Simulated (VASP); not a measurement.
# SiC (P6_3mc) in VASP: density of states with PBE

Aim: the density of states of SiC with PBE.

Everything below comes from runs of VASP 6.6.1. Logs are shortened: lines on timing, memory, paths and dates and some standing lists are left out, and cuts for length are marked.

## Step 1: The cell of the first run

Symmetry: P6_3mc, No. 186, hexagonal system. The conventional cell has a = 3.092 Å, b = 3.092 Å, c = 5.074 Å, α = 90.00°, β = 90.00°, γ = 120.00°. Within 2.5 Å of Si (site symmetry 3m) lie 4 C at 1.89 to 1.91 Å. Within 2.5 Å of C (site symmetry 3m) lie 4 Si at 1.89 to 1.91 Å.

## Step 2: Density of states, PBE

Contents of POSCAR:

```
SiC
1.0
    3.0919366045      0.0000000000      0.0000000000
   -1.5459683023      2.6776956464      0.0000000000
    0.0000000000      0.0000000000      5.0743114968
Si C
2 2
Direct
    0.3333333333      0.6666666667      0.0045824632
    0.6666666667      0.3333333333      0.5045824632
    0.3333333333      0.6666666667      0.3804175368
    0.6666666667      0.3333333333      0.8804175368
```

Contents of INCAR.step1:

```
PREC = Accurate
ENCUT = 520
EDIFF = 1E-6
ISMEAR = 0
SIGMA = 0.05
LREAL = False
LASPH = True
NELM = 100
ALGO = Normal
ISIF = 2
LWAVE = False
LCHARG = True
GGA = PE
NBANDS = 16
```

Contents of KPOINTS.step1:

```
regular mesh
0
Gamma
  12 12 8
```

Contents of INCAR.step2:

```
PREC = Accurate
ENCUT = 520
EDIFF = 1E-6
ISMEAR = -5
SIGMA = 0.05
LREAL = False
LASPH = True
NELM = 100
ALGO = Normal
ISIF = 2
LWAVE = False
LCHARG = False
GGA = PE
LORBIT = 11
NBANDS = 16
NEDOS = 1001
ICHARG = 11
```

Contents of KPOINTS.step2:

```
regular mesh
0
Gamma
  18 18 12
```

Potentials or basis: VASP PAW PBE potentials, release 64 (Si, C).

The run is started by

```console
cat potpaw_PBE.64/Si/POTCAR potpaw_PBE.64/C/POTCAR > POTCAR
cp INCAR.step1 INCAR
cp KPOINTS.step1 KPOINTS
mpirun -np 1 vasp_std > vasp.out
cp INCAR.step2 INCAR
cp KPOINTS.step2 KPOINTS
mpirun -np 1 vasp_std > vasp.out
```

OUTCAR:

```text
PREC = Accurate
   ENCUT = 520
   EDIFF = 1E-6
   ISMEAR = -5
   LREAL = False
   LASPH = True
   NELM = 100
   ISIF = 2
   GGA = PE
   LORBIT = 11
   ICHARG = 11

 ion  position               nearest neighbor table
   1  0.333  0.667  0.005-   4 1.89   4 1.89   4 1.89   3 1.91   2 3.10   2 3.10   2 3.10   2 3.10
                             2 3.10   2 3.10
   2  0.667  0.333  0.505-   3 1.89   3 1.89   3 1.89   4 1.91   1 3.10   1 3.10   1 3.10   1 3.10
                             1 3.10   1 3.10
   3  0.333  0.667  0.380-   2 1.89   2 1.89   2 1.89   1 1.91
   4  0.667  0.333  0.880-   1 1.89   1 1.89   1 1.89   2 1.91

  LATTYP: Found a hexagonal cell.
 ALAT       =     3.0919366045
 C/A-ratio  =     1.6411434469

  Lattice vectors:

 A1 = (   3.0919366045,   0.0000000000,   0.0000000000)
 A2 = (  -1.5459683023,   2.6776956464,   0.0000000000)
 A3 = (   0.0000000000,   0.0000000000,   5.0743114968)

Analysis of symmetry for initial positions (statically):
=====================================================================
 Subroutine PRICEL returns:
 Original cell was already a primitive cell.

 Routine SETGRP: Setting up the symmetry group for a
 hexagonal supercell.

 Subroutine GETGRP returns: Found 12 space group operations
 (whereof  6 operations were pure point group operations)
 out of a pool of 24 trial point group operations.

The static configuration has the point symmetry C_3v.
 The point group associated with its full space group is C_6v.

Analysis of symmetry for dynamics (positions and initial velocities):
=====================================================================
 Subroutine PRICEL returns:
 Original cell was already a primitive cell.

 Routine SETGRP: Setting up the symmetry group for a
 hexagonal supercell.

 Subroutine GETGRP returns: Found 12 space group operations
 (whereof  6 operations were pure point group operations)
 out of a pool of 24 trial point group operations.

The dynamic configuration has the point symmetry C_3v.
 The point group associated with its full space group is C_6v.

 Subroutine INISYM returns: Found 12 space group operations
 (whereof  6 operations are pure point group operations),
 and found     1 'primitive' translations

----------------------------------------------------------------------------------------

                                     Primitive cell

  volume of cell :      42.0116

  direct lattice vectors                    reciprocal lattice vectors
     3.091936604  0.000000000  0.000000000     0.323421896  0.186727719  0.000000000
    -1.545968302  2.677695646  0.000000000     0.000000000  0.373455438  0.000000000
     0.000000000  0.000000000  5.074311497     0.000000000  0.000000000  0.197071071

  length of vectors
     3.091936604  3.091936605  5.074311497     0.373455438  0.373455438  0.197071071

  position of ions in fractional coordinates (direct lattice)
     0.333333333  0.666666667  0.004582463
     0.666666667  0.333333333  0.504582463
     0.333333333  0.666666667  0.380417537
     0.666666667  0.333333333  0.880417537

  ion indices of the primitive-cell ions
   primitive index   ion index
                 1           1
                 2           2
                 3           3
                 4           4

----------------------------------------------------------------------------------------

 KPOINTS: regular mesh

Automatic generation of k-mesh.
 Grid dimensions read from file:
 generate k-points for:   18   18   12

 Generating k-lattice:

  Cartesian coordinates                     Fractional coordinates (reciprocal lattice)
     0.017967883  0.010373762  0.000000000     0.055555556 -0.000000000  0.000000000
     0.000000000  0.020747524  0.000000000     0.000000000  0.055555556  0.000000000
     0.000000000  0.000000000  0.016422589     0.000000000  0.000000000  0.083333333

  Length of vectors
     0.020747524  0.020747524  0.016422589

  Shift w.r.t. Gamma in fractional coordinates (k-lattice)
     0.000000000  0.000000000  0.000000000

 TETIRR: Found   3954 inequivalent tetrahedra from    23328

 Subroutine IBZKPT returns following result:
 ===========================================

 Found    259 irreducible k-points:

 Following reciprocal coordinates:
            Coordinates               Weight
  0.000000  0.000000  0.000000      1.000000
  0.055556  0.000000  0.000000      6.000000
  0.111111  0.000000  0.000000      6.000000
  0.166667 -0.000000  0.000000      6.000000
  0.222222 -0.000000  0.000000      6.000000
  0.277778 -0.000000  0.000000      6.000000
[... 16 lines left out ...]
  0.333333  0.111111  0.000000     12.000000
  0.388889  0.111111  0.000000     12.000000
 [... further k-points ...]
   k-points           NKPTS =    259   k-points in BZ     NKDIM =    259   number of bands    NBANDS=     16
   number of dos      NEDOS =   1001   number of ions     NIONS =      4
   total plane-waves  NPLWV =  23040
   dimension x,y,z NGX =    24 NGY =   24 NGZ =   40
   dimension x,y,z NGXF=    48 NGYF=   48 NGZF=   80
   ions per type =               2   2
   NGX,Y,Z   is equivalent  to a cutoff of  12.90, 12.90, 13.10 a.u.
   NGXF,Y,Z  is equivalent  to a cutoff of  25.81, 25.81, 26.21 a.u.
 SYSTEM =  unknown system
   PREC   = accura    normal or accurate (medium, high low for compatibility)
   ISTART =      0    job   : 0-new  1-cont  2-samecut
   ICHARG =     11    charge: 1-file 2-atom 10-const
   ISPIN  =      1    spin polarized calculation?
   LNONCOLLINEAR =      F non collinear calculations
   LSORBIT =      F    spin-orbit coupling
   LASPH  =      T    aspherical Exc in radial PAW
   ENCUT  =  520.0 eV  38.22 Ry    6.18 a.u.   5.75  5.75  9.43*2*pi/ulx,y,z
   NELM   =    100;   NELMIN=  2; NELMDL=  0     # of ELM steps
   EDIFF  = 0.1E-05   stopping-criterion for ELM
   LREAL  =      F    real-space projection
   EDIFFG = 0.1E-04   stopping-criterion for IOM
   NSW    =      0    number of steps for IOM
   IBRION =     -1    ionic relax: 0-MD 1-quasi-New 2-CG
   NFREE  =      0    steps in history (QN), initial steepest desc. (CG)
   ISIF   =      2    stress and relaxation
   ISYM   =      2    0-nonsym 1-usesym 2-fastsym
   POTIM  = 0.5000    time-step for ionic-motion
   TEBEG  =    0.0;   TEEND  =   0.0 temperature during run
   PSTRESS=    0.0 pullay stress
   NELECT =      16.0000    total number of electrons
   NUPDOWN=      -1.0000    fix difference up-down
   EMIN   =  10.00;   EMAX   =-10.00  energy-range for DOS
   EFERMI =   0.00;   METHOD = LEGACY
   ISMEAR =    -5;   SIGMA  =   0.05  broadening in eV -4-tet -1-fermi 0-gaus
   EFERMI_NEDOS =   21; number of points for ismear=-14 and -15
   IALGO  =     38    algorithm
   IMIX   =      4    mixing-type and parameters
     AMIX     =   0.40;   BMIX     =  1.00
     AMIX_MAG =   1.60;   BMIX_MAG =  1.00
  volume/ion in A,a.u.               =      10.50        70.88
  Fermi-wavevector in a.u.,A,eV,Ry     =   1.186657  2.242456 19.159108  1.408155
  Thomas-Fermi vector in A             =   2.322825
   LORBIT       =     11    0 simple, 1 ext, 2 COOP (PROOUT), +10 PAW based schemes
   GGA     = PE    functional components
   LHFCALC =     F    Hartree Fock is set to
   AEXX    =    0.0000 exact exchange contribution
   IVDW    =     0    specifies the selected vdW correction
   LEPSILON=     F    determine dielectric tensor
   LRPA    =     F    only Hartree local field effects (RPA)
 non-spin polarized calculation
 Fermi weights with tetrahedron method with Bloechl corrections
  energy-cutoff  :      520.00
  volume of cell :       42.01
 maximum number of plane-waves:      1170
 NGX is ok and might be reduce to    24

 number of electron      16.0000000 magnetization

 Free energy of the ion-electron system (eV)
  ---------------------------------------------------
  ext. energy  EPLUGINS =         0.00000000
  ---------------------------------------------------
  free energy    TOTEN  =       -30.11028185 eV

  energy without entropy =      -30.11028185  energy(sigma->0) =      -30.11028185

 E-fermi :   8.0916     XC(G=0): -11.2826

 val. band max:        8.0838920332   @ k =   0.0000   0.0000   0.0000
 cond. band min:      10.3872695365   @ k =   0.3333   0.3333   0.0000
 fundamental gap:      2.3033775033
 Fermi energy:         8.0916194243

 k-point     1 :       0.0000    0.0000    0.0000
  band No.  band energies     occupation
      1      -7.3614      2.00000
      2      -3.8524      2.00000
      3      -0.5244      2.00000
      4       6.7746      2.00000
      5       6.7746      2.00000
      6       7.9737      2.00000
[... 8 lines left out ...]
     15      16.9317      0.00000
     16      19.3016      0.00000

 k-point     2 :       0.0556    0.0000    0.0000
  band No.  band energies     occupation
      1      -7.3084      2.00000
      2      -3.8071      2.00000
      3      -0.4758      2.00000
      4       6.4533      2.00000
      5       6.6779      2.00000
      6       7.8615      2.00000
[... 8 lines left out ...]
     15      17.0707      0.00000
     16      18.8494      0.00000

 k-point     3 :       0.1111    0.0000    0.0000
  band No.  band energies     occupation
      1      -7.1501      2.00000
      2      -3.6726      2.00000
      3      -0.3315      2.00000
      4       5.6498      2.00000
      5       6.4266      2.00000
      6       7.3001      2.00000
[... 8 lines left out ...]
     15      17.4394      0.00000
     16      18.0455      0.00000

 k-point     4 :       0.1667   -0.0000    0.0000
  band No.  band energies     occupation
      1      -6.8884      2.00000
      2      -3.4546      2.00000
      3      -0.0977      2.00000
      4       4.6198      2.00000
      5       6.0963      2.00000
      6       6.5063      2.00000
[... 8 lines left out ...]
     15      17.5659      0.00000
     16      17.9031      0.00000

 k-point     5 :       0.2222   -0.0000    0.0000
  band No.  band energies     occupation
      1      -6.5270      2.00000
      2      -3.1654      2.00000
      3       0.2099      2.00000
      4       3.5381      2.00000
      5       5.5995      2.00000
      6       5.7502      2.00000
[... 8 lines left out ...]
     15      17.8432      0.00000
     16      18.4443      0.00000

 k-point     6 :       0.2778   -0.0000    0.0000
  band No.  band energies     occupation
      1      -6.0725      2.00000
      2      -2.8309      2.00000
      3       0.5413      2.00000
      4       2.5493      2.00000
      5       4.6557      2.00000
      6       5.4300      2.00000
[... 8 lines left out ...]
     15      18.2769      0.00000
     16      19.2270      0.00000
[... 267 lines left out ...]
 k-point    21 :       0.2222    0.1111    0.0000
  band No.  band energies     occupation
      1      -5.9223      2.00000
      2      -2.7257      2.00000
      3       0.6507      2.00000
      4       2.5998      2.00000
      5       4.1586      2.00000
      6       5.1368      2.00000
[... 8 lines left out ...]
     15      18.1591      0.00000
     16      19.1539      0.00000

 k-point    22 :       0.2778    0.1111    0.0000
  band No.  band energies     occupation
      1      -5.3916      2.00000
      2      -2.4274      2.00000
      3       0.7798      2.00000
      4       2.0823      2.00000
      5       3.5384      2.00000
      6       4.5486      2.00000
[... 8 lines left out ...]
     15      18.2295      0.00000
     16      19.5987      0.00000

 k-point    23 :       0.3333    0.1111    0.0000
  band No.  band energies     occupation
      1      -4.8078      2.00000
      2      -2.2832      2.00000
      3       0.5613      2.00000
      4       2.1824      2.00000
      5       2.8871      2.00000
      6       4.1748      2.00000
[... 8 lines left out ...]
     15      18.7496      0.00000
     16      19.6733      0.00000

 k-point    24 :       0.3889    0.1111    0.0000
  band No.  band energies     occupation
      1      -4.2436      2.00000
      2      -2.4188      2.00000
      3       0.4656      2.00000
      4       2.1624      2.00000
      5       2.6536      2.00000
      6       4.0094      2.00000
[... 8 lines left out ...]
     15      18.8034      0.00000
     16      20.0363      0.00000

 [... further k-points ...]
[... 5 lines left out ...]
  --------------------------------------------------------------------------------------
  -------------------------------------------------------------------------------------
  Total       -0.0134248     -0.0134248     -0.0097412      0.0000000      0.0000000      0.0000000
  in kB       -0.5119769     -0.5119769     -0.3714978      0.0000000      0.0000000      0.0000000
  external PRESSURE =      -0.4651506 kB  Pullay stress =       0.0000000 kB

 VOLUME and BASIS-vectors are now :
 -----------------------------------------------------------------------------
  energy-cutoff  :      520.00
  volume of cell :       42.01
      direct lattice vectors                 reciprocal lattice vectors
     3.091936604  0.000000000  0.000000000     0.323421896  0.186727719  0.000000000
    -1.545968302  2.677695646  0.000000000     0.000000000  0.373455438  0.000000000
     0.000000000  0.000000000  5.074311497     0.000000000  0.000000000  0.197071071

 POSITION                                       TOTAL-FORCE (eV/Angst)
 -----------------------------------------------------------------------------------
     -0.00000      1.78513      0.02325        -0.000000      0.000000      0.000116
      1.54597      0.89257      2.56041         0.000000     -0.000000      0.000116
     -0.00000      1.78513      1.93036         0.000000      0.000000     -0.000116
      1.54597      0.89257      4.46751        -0.000000     -0.000000     -0.000116
 -----------------------------------------------------------------------------------
    total drift:                               -0.000000      0.000000      0.000663

  FREE ENERGIE OF THE ION-ELECTRON SYSTEM (eV)
  ---------------------------------------------------
  free  energy   TOTEN  =       -30.1102818531 eV

  energy  without entropy=      -30.1102818531  energy(sigma->0) =      -30.11028185

 total charge

# of ion       s       p       d       tot
------------------------------------------
    1        0.707   0.956   0.000   1.663
    2        0.707   0.956   0.000   1.663
    3        0.836   1.697   0.000   2.533
    4        0.836   1.697   0.000   2.533
--------------------------------------------------
tot          3.086   5.306   0.000   8.392
```

Wall time 80 s (1 thread of Intel Xeon Platinum 8259CL at 2.50GHz (Skylake/Cascade Lake), shared host); peak memory 0.26 GiB.

Results:

```
Valence electrons inside the program's atomic spheres : Si 1.66; C 2.53
```
